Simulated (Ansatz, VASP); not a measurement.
## Sn: VASP beside Ansatz

File INCAR:

```
PREC     = Accurate       # precision mode
ENCUT    = 600            # plane-wave cutoff, eV
EDIFF    = 1E-7           # SCF threshold, eV
ISMEAR   = -1             # smearing method
SIGMA    = 0.05           # smearing width, eV
LREAL    = F              # projectors in reciprocal space
LASPH    = T              # aspherical terms in the spheres
NELM     = 80             # most SCF steps
ALGO     = Normal         # electronic algorithm
ISIF     = 3              # what is computed and relaxed
LWAVE    = F              # write WAVECAR
LCHARG   = F              # write CHGCAR
IBRION   = 2              # ionic algorithm
NSW      = 60             # ionic steps
EDIFFG   = -0.005         # ionic threshold
```

The input KPOINTS:

```
Automatic mesh
0
Gamma
  18 18 18
```

Contents of POSCAR:

```
Sn
1.0
   -1.9129311828      1.9129311828      1.9129311828
    1.9129311828     -1.9129311828      1.9129311828
    1.9129311828      1.9129311828     -1.9129311828
Sn
1
Direct
    0.0000000000      0.0000000000      0.0000000000
```

Input for Ansatz:

```yaml
crystal:
  lattice:
    - [-1.9129311828, 1.9129311828, 1.9129311828]
    - [1.9129311828, -1.9129311828, 1.9129311828]
    - [1.9129311828, 1.9129311828, -1.9129311828]
  atoms:
    - { symbol: Sn, position: [0.0, 0.0, 0.0] }
kpoints:
  mp_grid: { grid: [18, 18, 18] }
scf:
  occupations: { method: fermi_dirac, width: 0.05 }
hamiltonian:
  xc: lda
  pseudopotentials: { kind: paw }
output:
  forces: true
  stress: true
  write_density: true
  write_potential: true
  elf: true
  volumetric_format: npy
relax:
  f_tol: 0.005
  max_steps: 40
  cell: {}
```

Alike in both runs: task relaxation of cell and atoms; functional LDA; k mesh 18 × 18 × 18; occupations fermi-dirac, width 0.05 eV; no spin polarisation.

```csv
,VASP,Ansatz
version,VASP 6.6.1,Ansatz 0.2.0
potentials or method,"VASP PAW LDA potentials, release 64 (Sn_d)","PAW with Ansatz's default frozen-core files, scalar-relativistic"
plane-wave cutoff (eV),600,420
valence electrons in the cell,14,14
```

VASP gave:

| Property | Result |
| --- | --- |
| relaxed volume (Å³/atom) | 25.57 |
| relaxed cell length with the largest relative difference (Å) | 3.214 |

Task: What did Ansatz give for the same quantities?

Result: Relaxed volume (Å³/atom): 25.54; relaxed cell length with the largest relative difference (Å): 3.213.

LDA's correlation is that of Perdew and Zunger in VASP and of Perdew and Wang (1992) in Ansatz.
